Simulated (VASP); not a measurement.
# WS3 in VASP: a series of runs, part 2 of 2

VASP 6.6.1. The steps go on from the part before.

## (4) Single point, PBE

This run uses another cell than the first one.

Contents of INCAR:

```
ALGO = Normal
DIPOL = 0.5 0.5 0.302
EDIFF = 1E-6
ENCUT = 520
GGA = PE
IDIPOL = 3
ISIF = 2
ISMEAR = 0
LASPH = True
LCHARG = False
LDIPOL = True
LREAL = False
LWAVE = False
NBANDS = 24
NELM = 80
PREC = Accurate
SIGMA = 0.1
```

Contents of KPOINTS:

```
k-points
0
Gamma
  6 6 1
```

Contents of POSCAR:

```
WS3
1.0
    3.5147219513      0.0000000000      0.0000000000
    0.0000000000      3.5147219513      0.0000000000
    0.0000000000      0.0000000000     29.8449558400
W S
1 3
Direct
    0.0000000000      0.0000000000      0.3015584961
    1.0000000000      0.0000000000      0.3742212717
    1.0000000000      0.0000000000      0.2288957206
    0.5000000000      0.5000000000      0.3015584961
```

Potentials or basis: VASP PAW PBE potentials, release 64 (W_sv, S).

Run with:

```console
cat potpaw_PBE.64/W_sv/POTCAR potpaw_PBE.64/S/POTCAR > POTCAR
mpirun -np 1 vasp_std > vasp.out
```

OUTCAR:

```text
EDIFF = 1E-6
   ENCUT = 520
   GGA = PE
   ISIF = 2
   ISMEAR = 0
   LASPH = True
   LREAL = False
   NELM = 80
   PREC = Accurate

 ion  position               nearest neighbor table
   1  0.000  0.000  0.302-   3 2.17   2 2.17   4 2.49   4 2.49   4 2.49   4 2.49
   2  0.000  0.000  0.374-   1 2.17
   3  0.000  0.000  0.229-   1 2.17
   4  0.500  0.500  0.302-   1 2.49   1 2.49   1 2.49   1 2.49

  LATTYP: Found a simple tetragonal cell.
 ALAT       =     3.5147219513
 C/A-ratio  =     8.4914130488

  Lattice vectors:

 A1 = (   3.5147219513,   0.0000000000,   0.0000000000)
 A2 = (   0.0000000000,   3.5147219513,   0.0000000000)
 A3 = (   0.0000000000,   0.0000000000,  29.8449558400)

Analysis of symmetry for initial positions (statically):
=====================================================================
 Subroutine PRICEL returns:
 Original cell was already a primitive cell.

 Routine SETGRP: Setting up the symmetry group for a
 simple tetragonal supercell.

 Subroutine GETGRP returns: Found 16 space group operations
 (whereof  8 operations were pure point group operations)
 out of a pool of 16 trial point group operations.

The static configuration has the point symmetry C_4v.
 The point group associated with its full space group is D_4h.

Analysis of symmetry for dynamics (positions and initial velocities):
=====================================================================
 Subroutine PRICEL returns:
 Original cell was already a primitive cell.

 Routine SETGRP: Setting up the symmetry group for a
 simple tetragonal supercell.

 Subroutine GETGRP returns: Found 16 space group operations
 (whereof  8 operations were pure point group operations)
 out of a pool of 16 trial point group operations.

The dynamic configuration has the point symmetry C_4v.
 The point group associated with its full space group is D_4h.

 Subroutine INISYM returns: Found 16 space group operations
 (whereof  8 operations are pure point group operations),
 and found     1 'primitive' translations

----------------------------------------------------------------------------------------

                                     Primitive cell

  volume of cell :     368.6828

  direct lattice vectors                    reciprocal lattice vectors
     3.514721951  0.000000000  0.000000000     0.284517528  0.000000000  0.000000000
     0.000000000  3.514721951  0.000000000     0.000000000  0.284517528  0.000000000
     0.000000000  0.000000000 29.844955840     0.000000000  0.000000000  0.033506500

  length of vectors
     3.514721951  3.514721951 29.844955840     0.284517528  0.284517528  0.033506500

  position of ions in fractional coordinates (direct lattice)
     0.000000000  0.000000000  0.301558496
     0.000000000  0.000000000  0.374221272
     0.000000000  0.000000000  0.228895721
     0.500000000  0.500000000  0.301558496

  ion indices of the primitive-cell ions
   primitive index   ion index
                 1           1
                 2           2
                 3           3
                 4           4

----------------------------------------------------------------------------------------
[... 33 lines left out ...]
  0.500000  0.166667  0.000000      4.000000
  0.333333  0.333333  0.000000      4.000000
  0.500000  0.333333  0.000000      4.000000
  0.500000  0.500000  0.000000      1.000000
   k-points           NKPTS =     10   k-points in BZ     NKDIM =     10   number of bands    NBANDS=     24
   number of dos      NEDOS =    301   number of ions     NIONS =      4
   total plane-waves  NPLWV = 175616
   dimension x,y,z NGX =    28 NGY =   28 NGZ =  224
   dimension x,y,z NGXF=    56 NGYF=   56 NGZF=  448
   ions per type =               1   3
   NGX,Y,Z   is equivalent  to a cutoff of  13.24, 13.24, 12.48 a.u.
   NGXF,Y,Z  is equivalent  to a cutoff of  26.49, 26.49, 24.96 a.u.
 SYSTEM =  unknown system
   PREC   = accura    normal or accurate (medium, high low for compatibility)
   ISTART =      0    job   : 0-new  1-cont  2-samecut
   ICHARG =      2    charge: 1-file 2-atom 10-const
   ISPIN  =      1    spin polarized calculation?
   LNONCOLLINEAR =      F non collinear calculations
   LSORBIT =      F    spin-orbit coupling
   LASPH  =      T    aspherical Exc in radial PAW
   ENCUT  =  520.0 eV  38.22 Ry    6.18 a.u.   6.54  6.54 55.49*2*pi/ulx,y,z
   NELM   =     80;   NELMIN=  2; NELMDL= -5     # of ELM steps
   EDIFF  = 0.1E-05   stopping-criterion for ELM
   LREAL  =      F    real-space projection
   EDIFFG = 0.1E-04   stopping-criterion for IOM
   NSW    =      0    number of steps for IOM
   IBRION =     -1    ionic relax: 0-MD 1-quasi-New 2-CG
   NFREE  =      0    steps in history (QN), initial steepest desc. (CG)
   ISIF   =      2    stress and relaxation
   ISYM   =      2    0-nonsym 1-usesym 2-fastsym
   POTIM  = 0.5000    time-step for ionic-motion
   TEBEG  =    0.0;   TEEND  =   0.0 temperature during run
   PSTRESS=    0.0 pullay stress
   NELECT =      32.0000    total number of electrons
   NUPDOWN=      -1.0000    fix difference up-down
   EMIN   =  10.00;   EMAX   =-10.00  energy-range for DOS
   EFERMI =   0.00;   METHOD = LEGACY
   ISMEAR =     0;   SIGMA  =   0.10  broadening in eV -4-tet -1-fermi 0-gaus
   EFERMI_NEDOS =   21; number of points for ismear=-14 and -15
   IALGO  =     38    algorithm
   IMIX   =      4    mixing-type and parameters
     AMIX     =   0.40;   BMIX     =  1.00
     AMIX_MAG =   1.60;   BMIX_MAG =  1.00
  volume/ion in A,a.u.               =      92.17       622.00
  Fermi-wavevector in a.u.,A,eV,Ry     =   0.724837  1.369744  7.148353  0.525389
  Thomas-Fermi vector in A             =   1.815408
   LORBIT       =      0    0 simple, 1 ext, 2 COOP (PROOUT), +10 PAW based schemes
   GGA     = PE    functional components
   LHFCALC =     F    Hartree Fock is set to
   AEXX    =    0.0000 exact exchange contribution
   IVDW    =     0    specifies the selected vdW correction
   LEPSILON=     F    determine dielectric tensor
   LRPA    =     F    only Hartree local field effects (RPA)
 non-spin polarized calculation
 Gauss-broadening in eV      SIGMA  =   0.10
  energy-cutoff  :      520.00
  volume of cell :      368.68
 maximum number of plane-waves:     10031
 NGX is ok and might be reduce to    28
   NGX = 13   NGY = 13   NGZ =111

 dipolmoment           0.000000      0.000000     -0.000075 electrons x Angstroem

 number of electron      31.9999995 magnetization

 dipolmoment           0.000000      0.000000      0.000000 electrons x Angstroem

 Free energy of the ion-electron system (eV)
  ---------------------------------------------------
  ext. energy  EPLUGINS =         0.00000000
  ---------------------------------------------------
  free energy    TOTEN  =       -23.87157658 eV

  energy without entropy =      -23.83972874  energy(sigma->0) =      -23.85565266

 E-fermi :  -3.9276     XC(G=0):  -2.6531

 val. band max:       -4.0053170629   @ k =   0.3333   0.1667   0.0000
 cond. band min:      -3.9038797344   @ k =   0.3333   0.0000   0.0000
 fundamental gap:      0.1014373285
 Fermi energy:        -3.9276392009

 k-point     1 :       0.0000    0.0000    0.0000
  band No.  band energies     occupation
      1     -78.7204      2.00000
      2     -42.9893      2.00000
      3     -42.9893      2.00000
      4     -42.8525      2.00000
      5     -18.6093      2.00000
      6     -16.0383      2.00000
[... 259 lines left out ...]
     23       4.2648      0.00000
     24       4.5995      0.00000

------------------------ aborting loop because EDIFF is reached ----------------------------------------

 vacuum level on the upper side and lower side of the slab       (xc-potential included)        -0.006        -0.006

  FORCE on cell =-STRESS in cart. coord.  units (eV):
  Direction    XX          YY          ZZ          XY          YZ          ZX
  --------------------------------------------------------------------------------------
  -------------------------------------------------------------------------------------
  Total       -0.6895935     -0.6895935      9.5776003      0.0000000      0.0000000      0.0000000
  in kB       -2.9967524     -2.9967524     41.6211815      0.0000000      0.0000000      0.0000000
  external PRESSURE =      11.8758922 kB  Pullay stress =       0.0000000 kB

 VOLUME and BASIS-vectors are now :
 -----------------------------------------------------------------------------
  energy-cutoff  :      520.00
  volume of cell :      368.68
      direct lattice vectors                 reciprocal lattice vectors
     3.514721951  0.000000000  0.000000000     0.284517528  0.000000000  0.000000000
     0.000000000  3.514721951  0.000000000     0.000000000  0.284517528  0.000000000
     0.000000000  0.000000000 29.844955840     0.000000000  0.000000000  0.033506500

 POSITION                                       TOTAL-FORCE (eV/Angst)
 -----------------------------------------------------------------------------------
      0.00000      0.00000      9.00000        -0.000000      0.000000     -0.000000
      0.00000      0.00000     11.16862         0.000000     -0.000000      2.216081
      0.00000      0.00000      6.83138         0.000000      0.000000     -2.216081
      1.75736      1.75736      9.00000        -0.000000      0.000000     -0.000000
 -----------------------------------------------------------------------------------
    total drift:                               -0.000000      0.000000      0.000038

  FREE ENERGIE OF THE ION-ELECTRON SYSTEM (eV)
  ---------------------------------------------------
  free  energy   TOTEN  =       -23.8715765786 eV

  energy  without entropy=      -23.8397287373  energy(sigma->0) =      -23.85565266

 vacuum level on the upper side and lower side of the slab         2.474         2.474
```

stdout:

```text
POSCAR found type information on POSCAR W S
 POSCAR found :  2 types and       4 ions
 scaLAPACK will be used
 LDA part: xc-table for (Slater+PW92), standard interpolation
 POSCAR, INCAR and KPOINTS ok, starting setup
 FFT: planning ... GRIDC
 FFT: planning ... GRID_SOFT
 FFT: planning ... GRID
 WAVECAR not read
 entering main loop
```

It took 4.8 min on 1 thread of Intel Xeon 8259CL, shared host; peak memory 0.47 GiB.

Results:

```yaml
Free_energy: -23.8716 eV
Largest_force: 2.216 eV/Å
Band_gap_on_the_k_mesh: zero (bands 16 and 17 overlap by 0.28 eV)
```

Forces in eV/Å, atoms in the order of the input:
```
W    0.000  0.000  0.000
S    0.000  0.000  2.216
S    0.000  0.000 -2.216
S    0.000  0.000  0.000
```

Caveat: spin-orbit coupling is left out, which moves the levels of the heavy elements.

## (5) Single point, PBE

This run uses another cell than the first one.

Contents of INCAR:

```
ALGO = Normal
DIPOL = 0.5 0.5 0.277
EDIFF = 1E-6
ENCUT = 520
GGA = PE
IDIPOL = 3
ISIF = 2
ISMEAR = 0
LASPH = T
LCHARG = F
LDIPOL = T
LREAL = F
LWAVE = F
NBANDS = 24
NELM = 60
PREC = Accurate
SIGMA = 0.1
```

KPOINTS is that of step 4.

Contents of POSCAR:

```
WS3
1.0
    3.4340022841      0.0000000000      0.0000000000
    0.0000000000      3.4340022841      0.0000000000
    0.0000000000      0.0000000000     32.4744693100
W S
1 3
Direct
    0.0000000000      0.0000000000      0.2771407876
    1.0000000000      0.0000000000      0.3476575904
    1.0000000000      0.0000000000      0.2066239848
    0.5000000000      0.5000000000      0.2771407876
```

Run with:

```console
cat potpaw_PBE.64/W_sv/POTCAR potpaw_PBE.64/S/POTCAR > POTCAR
mpirun -np 1 vasp_std > vasp.out
```

Wall time 4 min (1 thread of Intel Xeon 8259CL, shared host); peak memory 0.49 GiB.

It converged, with:

```
Free energy            : -24.1288 eV
Largest force          : 0.005 eV/Å
Band gap on the k mesh : zero (bands 16 and 17 overlap by 0.53 eV)
```

Forces on the atoms (eV/Å):
```
W    0.000  0.000  0.000
S    0.000  0.000 -0.005
S    0.000  0.000  0.005
S    0.000  0.000  0.000
```

Levels at points of the mesh, in eV from the Fermi level:
```
           k point  band 12  band 13  band 14  band 15  band 16  band 17  band 18  band 19  band 20  band 21
(0.00, 0.00, 0.00)    -2.90    -1.67    -1.67    -1.31    -0.51     0.48     0.48     2.25     2.25     2.49
(0.50, 0.00, 0.00)    -2.38    -1.28    -1.27    -0.74     0.55     0.75     2.09     2.51     5.21     6.01
(0.50, 0.50, 0.00)    -3.15    -2.41    -1.39    -1.39    -0.68     0.72     0.74     0.74     1.38     2.43
```

Caveat: spin-orbit coupling is left out, which moves the levels of the heavy elements.

## (6) Single point, PBE

This run uses another cell than the first one.

Contents of INCAR:

```
PREC = Accurate
ENCUT = 520
EDIFF = 1E-6
ISMEAR = 0
SIGMA = 0.1
LREAL = False
LASPH = True
NELM = 100
ALGO = Normal
ISIF = 2
LWAVE = False
LCHARG = False
LDIPOL = True
IDIPOL = 3
DIPOL = 0.5 0.5 0.277
GGA = PE
NBANDS = 24
```

Contents of KPOINTS:

```
regular mesh
0
Gamma
  14 14 1
```

POSCAR is that of step 5.

Potentials or basis: VASP PAW PBE potentials, release 64 (W_sv, S).

Run with:

```console
cat potpaw_PBE.64/W_sv/POTCAR potpaw_PBE.64/S/POTCAR > POTCAR
mpirun -np 1 vasp_std > vasp.out
```

Run time: 7.9 min. Hardware: 1 thread of Intel Xeon 8259CL, shared host; peak memory 0.64 GiB.

The run converged. Its results:

```yaml
Free_energy: -24.1714 eV
Largest_force: 0.017 eV/Å
Band_gap_on_the_k_mesh: zero (bands 16 and 17 overlap by 0.59 eV)
```

Forces in eV/Å, atoms in the order of the input:
```
W    0.000  0.000  0.000
S    0.000  0.000 -0.017
S    0.000  0.000  0.017
S    0.000  0.000  0.000
```

Levels at points of the mesh, in eV from the Fermi level:
```tsv
k point	band 13	band 14	band 15	band 16	band 17	band 18	band 19	band 20
(0.00, 0.00, 0.00)	-1.75	-1.75	-1.35	-0.60	0.37	0.37	2.15	2.15
(0.50, 0.00, 0.00)	-1.37	-1.36	-0.84	0.44	0.70	2.03	2.41	5.14
(0.50, 0.50, 0.00)	-2.46	-1.50	-1.50	-0.79	0.65	0.65	0.67	1.34
```

Caveat: spin-orbit coupling is left out, which moves the levels of the heavy elements.

## (7) Single point, PBE

This run uses another cell than the first one.

Contents of INCAR:

```
PREC = Accurate
ENCUT = 520
EDIFF = 1E-7
ISMEAR = 0
SIGMA = 0.1
LREAL = F
LASPH = T
NELM = 60
ALGO = Normal
ISIF = 2
LWAVE = F
LCHARG = F
LDIPOL = T
IDIPOL = 3
DIPOL = 0.5 0.5 0.277
GGA = PE
NBANDS = 24
```

KPOINTS is that of step 6.

Contents of POSCAR:

```
WS3
1.0
    3.4353022050      0.0000000000      0.0000000000
    0.0000000000      3.4353022050      0.0000000000
    0.0000000000      0.0000000000     32.4744693100
W S
1 3
Direct
    0.0000000000      0.0000000000      0.2771407876
    1.0000000000      0.0000000000      0.3476256600
    1.0000000000      0.0000000000      0.2066559152
    0.5000000000      0.5000000000      0.2771407876
```

Potentials or basis: VASP PAW PBE potentials, release 64 (W_sv, S).

Run with:

```console
cat potpaw_PBE.64/W_sv/POTCAR potpaw_PBE.64/S/POTCAR > POTCAR
mpirun -np 1 vasp_std > vasp.out
```

OUTCAR:

```text
PREC = Accurate
   ENCUT = 520
   EDIFF = 1E-7
   ISMEAR = 0
   LREAL = F
   LASPH = T
   NELM = 60
   ISIF = 2
   GGA = PE

 ion  position               nearest neighbor table
   1  0.000  0.000  0.277-   3 2.29   2 2.29   4 2.43   4 2.43   4 2.43   4 2.43
   2  0.000  0.000  0.348-   1 2.29
   3  0.000  0.000  0.207-   1 2.29
   4  0.500  0.500  0.277-   1 2.43   1 2.43   1 2.43   1 2.43

  LATTYP: Found a simple tetragonal cell.
 ALAT       =     3.4353022050
 C/A-ratio  =     9.4531623048

[... 854 lines left out ...]
  --------------------------------------------------------------------------------------
  -------------------------------------------------------------------------------------
  Total        0.0113361      0.0113361     -0.0568654      0.0000000      0.0000000      0.0000000
  in kB        0.0473919      0.0473919     -0.2377317      0.0000000      0.0000000      0.0000000
  external PRESSURE =      -0.0476493 kB  Pullay stress =       0.0000000 kB

 VOLUME and BASIS-vectors are now :
 -----------------------------------------------------------------------------
  energy-cutoff  :      520.00
  volume of cell :      383.24
      direct lattice vectors                 reciprocal lattice vectors
     3.435302205  0.000000000  0.000000000     0.291095205  0.000000000  0.000000000
     0.000000000  3.435302205  0.000000000     0.000000000  0.291095205  0.000000000
     0.000000000  0.000000000 32.474469310     0.000000000  0.000000000  0.030793421

 POSITION                                       TOTAL-FORCE (eV/Angst)
 -----------------------------------------------------------------------------------
      0.00000      0.00000      9.00000         0.000000      0.000000     -0.000000
      0.00000      0.00000     11.28896         0.000000      0.000000     -0.004859
      0.00000      0.00000      6.71104         0.000000     -0.000000      0.004859
      1.71765      1.71765      9.00000        -0.000000      0.000000     -0.000000
 -----------------------------------------------------------------------------------
    total drift:                               -0.000000     -0.000000      0.000036

  FREE ENERGIE OF THE ION-ELECTRON SYSTEM (eV)
  ---------------------------------------------------
  free  energy   TOTEN  =       -24.1715132799 eV

  energy  without entropy=      -24.1540012744  energy(sigma->0) =      -24.16275728

 vacuum level on the upper side and lower side of the slab         2.397         2.397
```

OSZICAR:

```text
N       E                     dE             d eps       ncg     rms          rms(c)
DAV:   1     0.226496948312E+03    0.22650E+03   -0.14200E+04  2104   0.982E+02
DAV:   2     0.207647217599E+00   -0.22629E+03   -0.21646E+03  2608   0.207E+02
DAV:   3    -0.267595989526E+02   -0.26967E+02   -0.26492E+02  2200   0.717E+01
[... 20 lines left out ...]
DAV:  24    -0.241715126477E+02   -0.58550E-06   -0.18558E-08  1488   0.737E-04    0.739E-04
DAV:  25    -0.241715128337E+02   -0.18606E-06   -0.20820E-09  1560   0.335E-04    0.345E-04
DAV:  26    -0.241715130091E+02   -0.17536E-06   -0.26069E-09  1424   0.241E-04    0.175E-04
DAV:  27    -0.241715132343E+02   -0.22517E-06   -0.43968E-09  1392   0.186E-04    0.494E-05
DAV:  28    -0.241715132799E+02   -0.45686E-07   -0.28814E-10  1568   0.164E-04
   1 F= -.24171513E+02 E0= -.24162757E+02  d E =-.175120E-01
```

Wall time 13 min (1 thread of Intel Xeon 8259CL, shared host); peak memory 0.65 GiB.

Results:

```
Free energy            : -24.1715 eV
Largest force          : 0.005 eV/Å
Band gap on the k mesh : zero (bands 16 and 17 overlap by 0.59 eV)
```

Forces on the atoms (eV/Å):
```
W    0.000  0.000  0.000
S    0.000  0.000 -0.005
S    0.000  0.000  0.005
S    0.000  0.000  0.000
```

Levels at points of the mesh, in eV from the Fermi level:
| k point | band 12 | band 13 | band 14 | band 15 | band 16 | band 17 | band 18 | band 19 | band 20 | band 21 |
| --- | --- | --- | --- | --- | --- | --- | --- | --- | --- | --- |
| (0.00, 0.00, 0.00) | -2.94 | -1.76 | -1.76 | -1.35 | -0.60 | 0.37 | 0.37 | 2.16 | 2.16 | 2.43 |
| (0.50, 0.00, 0.00) | -2.49 | -1.37 | -1.37 | -0.83 | 0.43 | 0.70 | 2.03 | 2.41 | 5.14 | 5.93 |
| (0.50, 0.50, 0.00) | -3.25 | -2.45 | -1.50 | -1.50 | -0.79 | 0.66 | 0.66 | 0.67 | 1.33 | 2.38 |

Caveat: spin-orbit coupling is left out, which moves the levels of the heavy elements.

## (8) Summary

```csv
cell,k mesh,gap on the mesh (eV),largest force (eV/Å)
"a = 4.027, b = 4.027, c = 18.000 Å, 4 atoms, atomic positions A",4 × 4 × 1,none,57.41
"a = 3.515, b = 3.515, c = 29.845 Å, 4 atoms, atomic positions B",6 × 6 × 1,none,2.22
"a = 3.434, b = 3.434, c = 32.474 Å, 4 atoms, atomic positions C",6 × 6 × 1,none,-
"a = 3.434, b = 3.434, c = 32.474 Å, 4 atoms, atomic positions C",14 × 14 × 1,none,0.02
"a = 3.435, b = 3.435, c = 32.474 Å, 4 atoms, atomic positions D",14 × 14 × 1,none,-
```

Alike in all rows: task single point; level PBE; potentials or basis VASP PAW PBE potentials, release 64 (W_sv, S); no spin polarisation; cutoff (eV) 520; smearing gaussian 0.1 eV.

Caveats: some runs use coarse meshes; spin-orbit coupling is left out, which moves the levels of the heavy elements; atoms lie so close that the PAW spheres overlap strongly, which falsifies energies and pressures (at least some runs).

Total energies depend on the potentials used, so only differences within one code and one set of settings carry meaning.

The gap in the log of VASP goes by the Fermi energy; the results here count the filled bands.